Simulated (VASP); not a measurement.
A run of VASP 6.6.1:

The input INCAR:

```
SYSTEM = TaN
PREC = Accurate
ENCUT = 520
EDIFF = 1E-6
ISMEAR = 0
SIGMA = 0.1
LREAL = .FALSE.
LASPH = .TRUE.
NELM = 80
ALGO = Fast
ISIF = 2
LWAVE = .FALSE.
LCHARG = .TRUE.
GGA = PE
LELF = .TRUE.
LVHAR = .TRUE.
NBANDS = 69
```

Contents of KPOINTS:

```
regular mesh
0
G
  12 12 3
  0 0 0
```

File POSCAR:

```
TaN
1.0
    2.9878201347      0.0000000000      0.0000000000
   -1.4939100674      2.5875281385      0.0000000000
    0.0000000000      0.0000000000     19.5164134404
Ta N
7 7
Direct
    0.0000000000      0.0000000000      0.0023360812
    0.3333333333      0.6666666667      0.1405210616
    0.6666666667      0.3333333333      0.2840213466
    0.3333333333      0.6666666667      0.4282949373
    0.6666666667      0.3333333333      0.5714285714
    0.0000000000      0.0000000000      0.7145622056
    0.6666666667      0.3333333333      0.8588357962
    0.6666666667      0.3333333333      0.0714285714
    0.0000000000      0.0000000000      0.2145365957
    0.0000000000      0.0000000000      0.3559510982
    0.0000000000      0.0000000000      0.4969860975
    0.3333333333      0.6666666667      0.6458710454
    0.3333333333      0.6666666667      0.7869060446
    0.3333333333      0.6666666667      0.9283205472
```

Potentials or basis: VASP PAW PBE potentials, release 64 (Ta_pv, N).

Launch:

```sh
$ cat potpaw_PBE.64/Ta_pv/POTCAR potpaw_PBE.64/N/POTCAR > POTCAR
$ mpirun -np 1 vasp_std > vasp.out
```

Hardware: 1 thread of Oxide Virtual Turin-like Processor (shared host).

Question: How long does it take, and how much memory?

Answer: Wall time 34 min on 1 thread of Oxide Virtual Turin-like Processor (shared host), peak memory 0.5 GiB. Counts: scf iterations 25, k points 50.
